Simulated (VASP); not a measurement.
# Ag (I4/mmm) in VASP: further runs, part 2 of 2

VASP 6.6.1. Earlier steps stand in the parts before.

### 3 Single point, r2SCAN

File POSCAR:

```
Ag
1.0
   -1.5379047365      1.5379047365      1.8454856838
    1.5379047365     -1.5379047365      1.8454856838
    1.5379047365      1.5379047365     -1.8454856838
Ag
1
Direct
    0.0000000000      0.0000000000      0.0000000000
```

File INCAR.step1:

```
PREC     = Accurate       # precision mode
ENCUT    = 520            # plane-wave cutoff, eV
ISMEAR   = 0              # smearing method
SIGMA    = 0.15           # smearing width, eV
LREAL    = F              # projectors in reciprocal space
LASPH    = T              # aspherical terms in the spheres
NELM     = 100            # most SCF steps
NBANDS   = 12             # bands
GGA      = PE             # functional
ALGO     = Normal         # electronic algorithm
EDIFF    = 1E-4           # SCF threshold, eV
LWAVE    = T              # write WAVECAR
LCHARG   = F              # write CHGCAR
```

File INCAR.step2:

```
PREC     = Accurate       # precision mode
ENCUT    = 520            # plane-wave cutoff, eV
EDIFF    = 1E-6           # SCF threshold, eV
ISMEAR   = 0              # smearing method
SIGMA    = 0.15           # smearing width, eV
LREAL    = F              # projectors in reciprocal space
LASPH    = T              # aspherical terms in the spheres
NELM     = 100            # most SCF steps
ALGO     = Normal         # electronic algorithm
ISIF     = 2              # what is computed and relaxed
LWAVE    = F              # write WAVECAR
LCHARG   = F              # write CHGCAR
METAGGA  = R2SCAN         # meta-GGA
LMIXTAU  = T            
NBANDS   = 12             # bands
ISTART   = 1
```

File KPOINTS:

```
Automatic mesh
0
Gamma
  28 28 28
```

Potentials or basis: VASP PAW PBE potentials, release 64 (Ag).

Launch:

```
$ cat potpaw_PBE.64/Ag/POTCAR > POTCAR
$ cp INCAR.step1 INCAR
$ mpirun -np 1 vasp_std > vasp.out
$ cp INCAR.step2 INCAR
$ mpirun -np 1 vasp_std > vasp.out
```

OUTCAR:

```text
PREC = Accurate
   ENCUT = 520
   EDIFF = 1E-6
   ISMEAR = 0
   LREAL = F
   LASPH = T
   NELM = 100
   ISIF = 2
   METAGGA = R2SCAN
   ISTART = 1

 ion  position               nearest neighbor table
   1  0.000  0.000  0.000-

  LATTYP: Found a body centered tetragonal cell.
 ALAT       =     3.0758094730
 C/A-ratio  =     1.2000000000

  Lattice vectors:

 A1 = (  -1.5379047365,   1.5379047365,   1.8454856838)
 A2 = (   1.5379047365,  -1.5379047365,   1.8454856838)
 A3 = (   1.5379047365,   1.5379047365,  -1.8454856838)

Analysis of symmetry for initial positions (statically):
=====================================================================
 Subroutine PRICEL returns:
 Original cell was already a primitive cell.

 Routine SETGRP: Setting up the symmetry group for a
 body centered tetragonal supercell.

 Subroutine GETGRP returns: Found 16 space group operations
 (whereof 16 operations were pure point group operations)
 out of a pool of 16 trial point group operations.

The static configuration has the point symmetry D_4h.

[... 166 lines left out ...]
 k-point     1 :       0.0000    0.0000    0.0000
  band No.  band energies     occupation
      1       0.3335      2.00000
      2       2.8417      2.00000
      3       2.8417      2.00000
      4       3.5195      2.00000
      5       3.6859      2.00000
      6       4.3946      2.00000
      7      25.1470      0.00000
      8      27.6126      0.00000
      9      27.6126      0.00000
     10      29.9585      0.00000
     11      33.1523      0.00000
     12      33.1735      0.00000
[... 331 lines left out ...]
 k-point    24 :       0.3214    0.0357   -0.0000
  band No.  band energies     occupation
      1       1.7152      2.00000
      2       2.7117      2.00000
      3       3.6510      2.00000
      4       4.2784      2.00000
      5       4.4282      2.00000
      6       5.1024      2.00000
      7      16.2988      0.00000
      8      23.7597      0.00000
      9      25.7013      0.00000
     10      29.6813      0.00000
     11      30.2685      0.00000
     12      31.9286      0.00000

 [... further k-points ...]

------------------------ aborting loop because EDIFF is reached ----------------------------------------

  FORCE on cell =-STRESS in cart. coord.  units (eV):
  Direction    XX          YY          ZZ          XY          YZ          ZX
  --------------------------------------------------------------------------------------
  -------------------------------------------------------------------------------------
  Total       -0.1240280     -0.1240280      0.1089883      0.0000000     -0.0000000      0.0000000
  in kB      -11.3815358    -11.3815358     10.0014004      0.0000000     -0.0000000      0.0000000
  external PRESSURE =      -4.2538904 kB  Pullay stress =       0.0000000 kB

 VOLUME and BASIS-vectors are now :
 -----------------------------------------------------------------------------
  energy-cutoff  :      520.00
  volume of cell :       17.46
      direct lattice vectors                 reciprocal lattice vectors
    -1.537904737  1.537904737  1.845485684     0.000000000  0.325117667  0.270931389
     1.537904737 -1.537904737  1.845485684     0.325117667  0.000000000  0.270931389
     1.537904737  1.537904737 -1.845485684     0.325117667  0.325117667  0.000000000

 POSITION                                       TOTAL-FORCE (eV/Angst)
 -----------------------------------------------------------------------------------
      0.00000      0.00000      0.00000         0.000000     -0.000000      0.000000
 -----------------------------------------------------------------------------------
    total drift:                                0.000000      0.000000      0.000000

  FREE ENERGIE OF THE ION-ELECTRON SYSTEM (eV)
  ---------------------------------------------------
  free  energy   TOTEN  =       -21.3414631015 eV

  energy  without entropy=      -21.3386578306  energy(sigma->0) =      -21.34006047
```

OSZICAR.step1:

```text
N       E                     dE             d eps       ncg     rms          rms(c)
DAV:   1     0.522699383936E+02    0.52270E+02   -0.55013E+03 39768   0.826E+02
DAV:   2    -0.212810469012E+01   -0.54398E+02   -0.51521E+02 45700   0.194E+02
DAV:   3    -0.294418580374E+01   -0.81608E+00   -0.81557E+00 46260   0.252E+01
DAV:   4    -0.294667974453E+01   -0.24939E-02   -0.24938E-02 44520   0.145E+00
DAV:   5    -0.294669985796E+01   -0.20113E-04   -0.20113E-04 44960   0.118E-01    0.491E+00
DAV:   6    -0.270915908273E+01    0.23754E+00   -0.94826E-01 43084   0.868E+00    0.323E+00
DAV:   7    -0.270182256202E+01    0.73365E-02   -0.84317E-03 45104   0.873E-01    0.183E+00
DAV:   8    -0.269908027480E+01    0.27423E-02   -0.71158E-04 44184   0.203E-01    0.822E-02
DAV:   9    -0.269908803414E+01   -0.77593E-05   -0.79862E-06 22948   0.229E-02
   1 F= -.26990880E+01 E0= -.26976075E+01  d E =-.296106E-02
```

It took 8.1 min on 1 thread of Intel Xeon Platinum 8488C (Sapphire Rapids), shared host; peak memory 0.42 GiB.

Results:

| Item | Value |
| --- | --- |
| Free energy | -21.3415 eV |
| Pressure | -0.4 GPa |
| Band gap on the k mesh | zero (an odd number of electrons rules out a gap without spin polarisation) |

Levels at points of the mesh, in eV from the Fermi level:
| k point | band 3 | band 4 | band 5 | band 6 | band 7 | band 8 | band 9 | band 10 |
| --- | --- | --- | --- | --- | --- | --- | --- | --- |
| (0.00, 0.00, 0.00) | -5.29 | -4.62 | -4.45 | -3.74 | 17.01 | 19.48 | 19.48 | 21.82 |
| (0.50, 0.00, 0.00) | -4.58 | -3.56 | -3.06 | -0.22 | 3.68 | 14.93 | 16.51 | 21.61 |
| (0.50, 0.50, 0.00) | -3.46 | -3.46 | -2.87 | 0.85 | 5.45 | 12.09 | 12.43 | 18.52 |
| (0.50, 0.50, 0.50) | -3.29 | -3.07 | -3.07 | 3.94 | 9.07 | 9.07 | 9.70 | 15.49 |

Caveat: the PAW data sets were made with another functional, which shifts forces and pressure a little.
